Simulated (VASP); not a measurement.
# Si16O (a cell with a defect) in VASP: notebook

Runs on Si16O (a cell with a defect). Level: LDA. Tasks: single point.

All numbers are computed with VASP 6.6.1; they aren't measurements. Logs are shortened: lines on timing, memory, paths and dates and some standing lists are left out, and cuts for length are marked.

## Step 1: The cell of the first run

The cell holds a defect, 17 atoms: a = 7.679 Å, b = 7.679 Å, c = 7.679 Å, α = 60.00°, β = 60.00°, γ = 60.00°.

## Step 2: Single point, LDA, collinear spin, ferromagnetic start

The input, INCAR:

```
ALGO = Normal
EDIFF = 1E-6
ENCUT = 520
GGA = CA
ISIF = 2
ISMEAR = -1
ISPIN = 2
LASPH = True
LCHARG = False
LORBIT = 11
LREAL = Auto
LWAVE = False
MAGMOM = 0 0 0 0 0 0 0 0 0 0 0 0 0 0 0 0 1
NBANDS = 53
NELM = 150
PREC = Accurate
SIGMA = 0.02
```

The input, KPOINTS:

```
k-points
0
Gamma
  2 2 2
```

The input, POSCAR:

```
Si16O
1.0
    0.0000000000      5.4300000000      5.4300000000
    5.4300000000      0.0000000000      5.4300000000
    5.4300000000      5.4300000000      0.0000000000
Si O
16 1
Direct
   -0.0427061458      0.0467545651      0.0101442889
    0.1293851709      0.1138417296      0.1341569180
   -0.0018127136     -0.0151455029      0.5096550389
    0.1302730284      0.0862025022      0.6506171779
    0.0004110301      0.4837908933      0.0038180401
    0.1131356133      0.5791321696      0.1628475382
    0.0033316298      0.4569446782      0.5332981634
    0.1269757127      0.6096850998      0.6301287787
    0.5023902166      0.0126015352      0.0020101185
    0.5853481947      0.1810960881      0.1235860501
    0.5022344348      0.0041988919      0.4973839751
    0.6241154243      0.1261907004      0.6279787659
    0.4701070387      0.5531247204     -0.0051225095
    0.6247281401      0.6373492869      0.1290991244
    0.5009940838      0.5007473565      0.5035253555
    0.6280068182      0.6289378697      0.6229530376
    0.9260672230      0.8130908159      0.1689480382
```

Potentials or basis: VASP PAW LDA potentials, release 64 (Si, O).

On the command line:

```sh
$ cat potpaw_LDA.64/Si/POTCAR potpaw_LDA.64/O/POTCAR > POTCAR
$ mpirun -np 1 vasp_std > vasp.out
```

OUTCAR:

```text
EDIFF = 1E-6
   ENCUT = 520
   GGA = CA
   ISIF = 2
   ISMEAR = -1
   ISPIN = 2
   LASPH = True
   LORBIT = 11
   LREAL = Auto
   NELM = 150
   PREC = Accurate

 ion  position               nearest neighbor table
   1  0.957  0.047  0.010-  17 1.65   2 2.31   4 2.32  10 2.33   6 2.93
   2  0.129  0.114  0.134-   1 2.31   5 2.32   9 2.34   3 2.36
   3  0.998  0.985  0.510-  12 2.35   8 2.35   4 2.35   2 2.36
   4  0.130  0.086  0.651-   1 2.32   7 2.32  11 2.35   3 2.35
   5  0.000  0.484  0.004-   6 2.32   2 2.32   8 2.34  14 2.37
   6  0.113  0.579  0.163-  17 1.65   5 2.32  13 2.32   7 2.33   1 2.93
   7  0.003  0.457  0.533-   4 2.32   6 2.33   8 2.35  16 2.38
   8  0.127  0.610  0.630-   5 2.34  15 2.35   7 2.35   3 2.35
   9  0.502  0.013  0.002-   2 2.34  12 2.35  14 2.35  10 2.36
  10  0.585  0.181  0.124-  13 2.33   1 2.33   9 2.36  11 2.37
  11  0.502  0.004  0.497-  12 2.35   4 2.35  16 2.35  10 2.37
  12  0.624  0.126  0.628-   9 2.35   3 2.35  11 2.35  15 2.35
  13  0.470  0.553  0.995-   6 2.32  10 2.33  16 2.36  14 2.36
  14  0.625  0.637  0.129-  15 2.35   9 2.35  13 2.36   5 2.37
  15  0.501  0.501  0.504-   8 2.35  12 2.35  16 2.35  14 2.35
  16  0.628  0.629  0.623-  15 2.35  11 2.35  13 2.36   7 2.38
  17  0.926  0.813  0.169-   1 1.65   6 1.65

  LATTYP: Found a face centered cubic cell.
 ALAT       =    10.8600000000

  Lattice vectors:

 A1 = (   0.0000000000,   5.4300000000,   5.4300000000)
 A2 = (   5.4300000000,   0.0000000000,   5.4300000000)
 A3 = (   5.4300000000,   5.4300000000,   0.0000000000)

Analysis of symmetry for initial positions (statically):
=====================================================================
 Subroutine PRICEL returns:
 Original cell was already a primitive cell.

 Routine SETGRP: Setting up the symmetry group for a
 face centered cubic supercell.

 Subroutine GETGRP returns: Found  1 space group operations
 (whereof  1 operations were pure point group operations)
 out of a pool of 48 trial point group operations.

The static configuration has the point symmetry C_1 .

Analysis of symmetry for dynamics (positions and initial velocities):
=====================================================================
 Subroutine PRICEL returns:
 Original cell was already a primitive cell.

 Routine SETGRP: Setting up the symmetry group for a
 face centered cubic supercell.

 Subroutine GETGRP returns: Found  1 space group operations
 (whereof  1 operations were pure point group operations)
 out of a pool of 48 trial point group operations.

The dynamic configuration has the point symmetry C_1 .

Analysis of structural, dynamic, and magnetic symmetry:
=====================================================================
 Subroutine PRICEL returns:
 Original cell was already a primitive cell.

 Routine SETGRP: Setting up the symmetry group for a
 face centered cubic supercell.

 Subroutine GETGRP returns: Found  1 space group operations
 (whereof  1 operations were pure point group operations)
 out of a pool of 48 trial point group operations.

The overall configuration has the point symmetry C_1 .

 Subroutine INISYM returns: Found  1 space group operations
 (whereof  1 operations are pure point group operations),
 and found     1 'primitive' translations

----------------------------------------------------------------------------------------

                                     Primitive cell

  volume of cell :     320.2060

  direct lattice vectors                    reciprocal lattice vectors
     0.000000000  5.430000000  5.430000000    -0.092081031  0.092081031  0.092081031
     5.430000000  0.000000000  5.430000000     0.092081031 -0.092081031  0.092081031
     5.430000000  5.430000000  0.000000000     0.092081031  0.092081031 -0.092081031

  length of vectors
     7.679179644  7.679179644  7.679179644     0.159489025  0.159489025  0.159489025

  position of ions in fractional coordinates (direct lattice)
     0.957293854  0.046754565  0.010144289
     0.129385171  0.113841730  0.134156918
     0.998187286  0.984854497  0.509655039
     0.130273028  0.086202502  0.650617178
     0.000411030  0.483790893  0.003818040
     0.113135613  0.579132170  0.162847538
[... 9 lines left out ...]
     0.628006818  0.628937870  0.622953038
     0.926067223  0.813090816  0.168948038

  ion indices of the primitive-cell ions
   primitive index   ion index
                 1           1
                 2           2
                 3           3
                 4           4
                 5           5
                 6           6
[... 9 lines left out ...]
                16          16
                17          17

----------------------------------------------------------------------------------------

 KPOINTS: k-points

Automatic generation of k-mesh.
 Grid dimensions read from file:
 generate k-points for:    2    2    2

 Generating k-lattice:

[... 69 lines left out ...]
   GGA     = CA    functional components
   LHFCALC =     F    Hartree Fock is set to
   AEXX    =    0.0000 exact exchange contribution
   IVDW    =     0    specifies the selected vdW correction
   LEPSILON=     F    determine dielectric tensor
   LRPA    =     F    only Hartree local field effects (RPA)
 spin polarized calculation
  energy-cutoff  :      520.00
  volume of cell :      320.21
 maximum number of plane-waves:      8646
 NGX is ok and might be reduce to    60
   NGX = 29   NGY = 29   NGZ = 29

 number of electron      69.9999999 magnetization       0.0002618

 number of electron      69.9999999 magnetization      -0.0002521

 Free energy of the ion-electron system (eV)
  ---------------------------------------------------
  ext. energy  EPLUGINS =         0.00000000
  ---------------------------------------------------
  free energy    TOTEN  =      -102.32964671 eV

  energy without entropy =     -102.32964012  energy(sigma->0) =     -102.32964341

 E-fermi :   6.0230     XC(G=0):  -9.7402

 val. band max:        5.8264121957   @ k =   0.0000   0.0000   0.0000
 cond. band min:       6.2173510670   @ k =   0.0000   0.0000   0.0000
 fundamental gap:      0.3909388713
 Fermi energy:         6.0230287155

 spin component 1

 k-point     1 :       0.0000    0.0000    0.0000
  band No.  band energies     occupation
      1     -14.4361      1.00000
      2      -5.8671      1.00000
      3      -4.5495      1.00000
      4      -3.7389      1.00000
      5      -3.7204      1.00000
      6      -3.3630      1.00000
[... 39 lines left out ...]
     46       8.5564      0.00000
     47       8.5897      0.00000
[... 308 lines left out ...]
      6      -4.0133      1.00000
[... 39 lines left out ...]
     46      10.2047      0.00000
     47      10.2749      0.00000
 Fermi energy:         6.0230287155

 spin component 2

 k-point     1 :       0.0000    0.0000    0.0000
  band No.  band energies     occupation
      1     -14.4361      1.00000
      2      -5.8671      1.00000
      3      -4.5495      1.00000
      4      -3.7389      1.00000
      5      -3.7204      1.00000
      6      -3.3630      1.00000
[... 39 lines left out ...]
     46       8.5564      0.00000
     47       8.5897      0.00000
[... 308 lines left out ...]
      6      -4.0133      1.00000
[... 39 lines left out ...]
     46      10.2047      0.00000
     47      10.2749      0.00000
 [bands above 47 left out]

------------------------ aborting loop because EDIFF is reached ----------------------------------------

  FORCE on cell =-STRESS in cart. coord.  units (eV):
  Direction    XX          YY          ZZ          XY          YZ          ZX
  --------------------------------------------------------------------------------------
  -------------------------------------------------------------------------------------
  Total        1.5480300      2.0906839      1.3061557     -2.0449001     -2.7263883      3.0150103
  in kB        7.7456962     10.4609103      6.5354584    -10.2318270    -13.6417098     15.0858539
  external PRESSURE =       8.2473550 kB  Pullay stress =       0.0000000 kB

 VOLUME and BASIS-vectors are now :
 -----------------------------------------------------------------------------
  energy-cutoff  :      520.00
  volume of cell :      320.21
      direct lattice vectors                 reciprocal lattice vectors
     0.000000000  5.430000000  5.430000000    -0.092081031  0.092081031  0.092081031
     5.430000000  0.000000000  5.430000000     0.092081031 -0.092081031  0.092081031
     5.430000000  5.430000000  0.000000000     0.092081031  0.092081031 -0.092081031

 POSITION                                       TOTAL-FORCE (eV/Angst)
 -----------------------------------------------------------------------------------
      0.30896      5.25319      5.45198         0.046832     -0.104498      0.069679
      1.34663      1.43103      1.32072         0.001204     -0.077416     -0.003336
      8.11519      8.18758     10.76792        -0.006367     -0.010406     -0.006953
      4.00093      4.24023      1.17546         0.042580      0.007319     -0.020567
      2.64772      0.02296      2.62922         0.026567      0.052974      0.027396
      4.02895      1.49859      3.75901        -0.087164      0.121212     -0.076592
[... 9 lines left out ...]
      6.79777      6.79271      6.82521         0.001744      0.018738      0.004675
      5.33247      5.94593      9.44363         0.017194      0.031587     -0.044983
 -----------------------------------------------------------------------------------
    total drift:                                0.003813      0.000604      0.000765

  FREE ENERGIE OF THE ION-ELECTRON SYSTEM (eV)
  ---------------------------------------------------
  free  energy   TOTEN  =      -102.3296467060 eV

  energy  without entropy=     -102.3296401192  energy(sigma->0) =     -102.32964341

 total charge

# of ion       s       p       d       tot
------------------------------------------
    1        0.749   0.957   0.000   1.706
    2        0.750   0.983   0.000   1.734
    3        0.746   0.957   0.000   1.703
    4        0.751   0.978   0.000   1.730
    5        0.751   0.980   0.000   1.731
    6        0.749   0.959   0.000   1.707
[... 9 lines left out ...]
   16        0.750   0.945   0.000   1.695
   17        1.565   3.600   0.000   5.165
--------------------------------------------------
tot         13.557  18.999   0.000  32.556

 magnetization (x)

# of ion       s       p       d       tot
------------------------------------------
    1       -0.000  -0.000   0.000  -0.000
    2        0.000   0.000   0.000   0.000
    3        0.000   0.000   0.000   0.000
    4        0.000   0.000   0.000   0.000
    5        0.000   0.000   0.000   0.000
    6       -0.000  -0.000   0.000  -0.000
[... 9 lines left out ...]
   16       -0.000  -0.000   0.000  -0.000
   17        0.000   0.000   0.000   0.000
--------------------------------------------------
tot          0.000   0.000   0.000   0.000
```

Wall time 5.6 min (1 thread of Intel Xeon Platinum 8375C at 2.90GHz (Ice Lake), shared host); peak memory 0.48 GiB.

What came out:

| Property | Result |
| --- | --- |
| Free energy | -102.3296 eV |
| Pressure | 0.8 GPa |
| Largest force | 0.168 eV/Å |
| Band gap on the k mesh | 0.39 eV |
| Net moment | 0.00 μB per cell |
| Valence electrons inside the program's atomic spheres | Si 1.71, 1.73, 1.70, 1.72 (each value once); O 5.17 |

Forces on the atoms (eV/Å):
```
Si   0.047 -0.104  0.070
Si   0.001 -0.077 -0.003
Si  -0.006 -0.010 -0.007
Si   0.043  0.007 -0.021
Si   0.027  0.053  0.027
Si  -0.087  0.121 -0.077
Si  -0.058 -0.014  0.017
Si   0.000  0.024 -0.006
Si   0.028 -0.014 -0.019
Si  -0.025  0.000  0.075
Si   0.010 -0.025 -0.020
Si   0.003  0.001  0.015
Si   0.018 -0.026 -0.019
Si  -0.010  0.017  0.006
Si  -0.008 -0.003  0.003
Si   0.002  0.019  0.005
O    0.017  0.032 -0.045
```

Levels at points of the mesh, in eV from the valence-band top:
Spin up:
```csv
k point,band 33,band 34,band 35,band 36,band 37,band 38
"(0.00, 0.00, 0.00)",-0.33,-0.06,0.00,0.39,0.70,0.72
"(0.50, 0.00, 0.00)",-0.81,-0.65,-0.53,1.23,1.33,1.48
"(0.00, 0.50, 0.00)",-0.69,-0.62,-0.05,1.06,1.35,1.44
"(0.00, 0.00, 0.50)",-0.78,-0.60,-0.58,1.23,1.34,1.49
"(0.50, 0.50, 0.50)",-0.75,-0.63,-0.56,1.16,1.38,1.48
"(0.50, 0.50, 0.00)",-1.29,-1.20,-0.32,1.11,1.38,2.24
"(0.00, 0.50, 0.50)",-1.27,-1.17,-0.67,1.24,1.38,2.25
"(0.50, 0.00, 0.50)",-1.33,-1.03,-0.90,1.32,1.38,2.25
```
Spin down:
```tsv
k point	band 31	band 32	band 33	band 34	band 35	band 36	band 37	band 38	band 39	band 40
(0.00, 0.00, 0.00)	-0.97	-0.94	-0.33	-0.06	0.00	0.39	0.70	0.72	0.87	1.08
(0.50, 0.00, 0.00)	-1.49	-1.21	-0.81	-0.65	-0.53	1.23	1.33	1.48	1.60	1.73
(0.00, 0.50, 0.00)	-1.40	-0.75	-0.69	-0.62	-0.05	1.06	1.35	1.44	1.49	1.60
(0.00, 0.00, 0.50)	-1.44	-1.24	-0.78	-0.60	-0.58	1.23	1.34	1.49	1.61	1.64
(0.50, 0.50, 0.50)	-1.50	-1.25	-0.75	-0.63	-0.56	1.16	1.38	1.48	1.58	1.65
(0.50, 0.50, 0.00)	-1.50	-1.44	-1.29	-1.20	-0.32	1.11	1.38	2.24	2.28	2.41
(0.00, 0.50, 0.50)	-1.49	-1.45	-1.27	-1.17	-0.67	1.24	1.38	2.25	2.35	2.42
(0.50, 0.00, 0.50)	-1.46	-1.39	-1.33	-1.03	-0.90	1.32	1.38	2.25	2.33	2.47
```

Caveat: the k points lie up to 0.50 Å⁻¹ apart.

## Step 3: Single point, LDA, collinear spin, ferromagnetic start

INCAR: that of step 2 with these lines changed.

```diff
@@ -3,3 +3,2 @@
 ENCUT = 520
-GGA = CA
 ISIF = 2
```

KPOINTS is that of step 2.

The input, POSCAR:

```
Si16O
1.0
    0.0000000000      5.4300000000      5.4300000000
    5.4300000000      0.0000000000      5.4300000000
    5.4300000000      5.4300000000      0.0000000000
Si O
16 1
Direct
   -0.0161786372     -0.0062154696      0.0393646409
    0.0914456722      0.1161602210      0.1754972376
   -0.0077532228      0.0763720074      0.5314180479
    0.0433241252      0.2336187845      0.6972651934
    0.0221915285      0.4838121547     -0.0251197053
    0.2124677716      0.5237937385      0.1277163904
   -0.0776795580      0.5988766114      0.4999631676
    0.0935359116      0.6634438306      0.6017127072
    0.4645580110     -0.0610405157      0.0619613260
    0.5784806630      0.0614456722      0.2048158379
    0.4387753223      0.0310773481      0.5570994475
    0.5789779006      0.1223848987      0.6896961326
    0.5892265193      0.4337753223     -0.0532412523
    0.6702302026      0.6022559853      0.0663443831
    0.5012430939      0.4728821363      0.4630662983
    0.5567219153      0.6699631676      0.6029097606
    1.2022467772      0.7829650092     -0.0142541436
```

Potentials or basis: VASP PAW LDA potentials, release 64 (Si, O).

On the command line:

```sh
$ cat potpaw_LDA.64/Si/POTCAR potpaw_LDA.64/O/POTCAR > POTCAR
$ mpirun -np 1 vasp_std > vasp.out
```

Run time: 6.3 min. Hardware: 1 thread of Intel Xeon Platinum 8375C at 2.90GHz (Ice Lake), shared host; peak memory 0.49 GiB.

It converged, with:

| Quantity | Value |
| --- | --- |
| Free energy | -98.0354 eV |
| Pressure | -2.7 GPa |
| Largest force | 3.525 eV/Å |
| Band gap on the k mesh | 0.07 eV |
| Net moment | 0.00 μB per cell |
| Valence electrons inside the program's atomic spheres | Si 1.64, 1.70, 1.61, 1.67, 1.72, 1.60, 1.66, 1.63, 1.68 (each value once); O 5.10 |

Forces in eV/Å, atoms in the order of the input:
```
Si   0.131  0.007 -1.150
Si   0.374 -0.013  0.420
Si  -0.457 -0.208 -2.224
Si  -1.497 -0.251  0.342
Si  -0.419  1.449  1.153
Si   0.904 -1.161 -0.105
Si  -2.196 -1.150 -0.898
Si   1.172  2.011  2.647
Si   1.058 -0.728  1.163
Si  -1.197 -0.156  2.035
Si   0.423 -0.469 -0.825
Si  -0.620  0.795  1.272
Si  -0.138  0.334 -1.165
Si   0.597  0.504 -2.065
Si   1.588 -0.670  0.345
Si  -0.728  0.304 -0.602
O    1.005 -0.599 -0.344
```

Stress tensor (GPa, compression positive):
```
-4.89  0.69  1.93
 0.69 -0.83  0.03
 1.93  0.03 -2.33
```

Levels at points of the mesh, in eV from the valence-band top:
Spin up:
| k point | band 33 | band 34 | band 35 | band 36 | band 37 | band 38 |
| --- | --- | --- | --- | --- | --- | --- |
| (0.00, 0.00, 0.00) | -0.52 | -0.42 | -0.04 | 0.07 | 0.67 | 0.72 |
| (0.50, 0.00, 0.00) | -0.76 | -0.53 | -0.39 | 0.13 | 0.75 | 0.82 |
| (0.00, 0.50, 0.00) | -0.50 | -0.45 | 0.00 | 0.24 | 0.77 | 0.87 |
| (0.00, 0.00, 0.50) | -0.76 | -0.53 | -0.24 | 0.67 | 0.75 | 1.06 |
| (0.50, 0.50, 0.50) | -0.94 | -0.49 | -0.26 | 0.30 | 0.61 | 0.92 |
| (0.50, 0.50, 0.00) | -1.01 | -0.56 | -0.40 | 0.99 | 1.10 | 1.33 |
| (0.00, 0.50, 0.50) | -1.10 | -0.83 | -0.24 | 0.39 | 0.88 | 1.31 |
| (0.50, 0.00, 0.50) | -1.07 | -0.92 | -0.27 | 0.60 | 1.23 | 1.41 |
Spin down:
```csv
k point,band 33,band 34,band 35,band 36,band 37,band 38
"(0.00, 0.00, 0.00)",-0.52,-0.42,-0.04,0.07,0.67,0.72
"(0.50, 0.00, 0.00)",-0.76,-0.53,-0.39,0.13,0.75,0.82
"(0.00, 0.50, 0.00)",-0.50,-0.45,0.00,0.24,0.77,0.87
"(0.00, 0.00, 0.50)",-0.76,-0.53,-0.24,0.67,0.75,1.06
"(0.50, 0.50, 0.50)",-0.94,-0.49,-0.26,0.30,0.61,0.92
"(0.50, 0.50, 0.00)",-1.01,-0.56,-0.40,0.99,1.10,1.33
"(0.00, 0.50, 0.50)",-1.10,-0.83,-0.24,0.39,0.88,1.31
"(0.50, 0.00, 0.50)",-1.07,-0.92,-0.27,0.60,1.23,1.41
```

Caveat: the k points lie up to 0.50 Å⁻¹ apart; the atoms stand as in a frame of molecular dynamics.
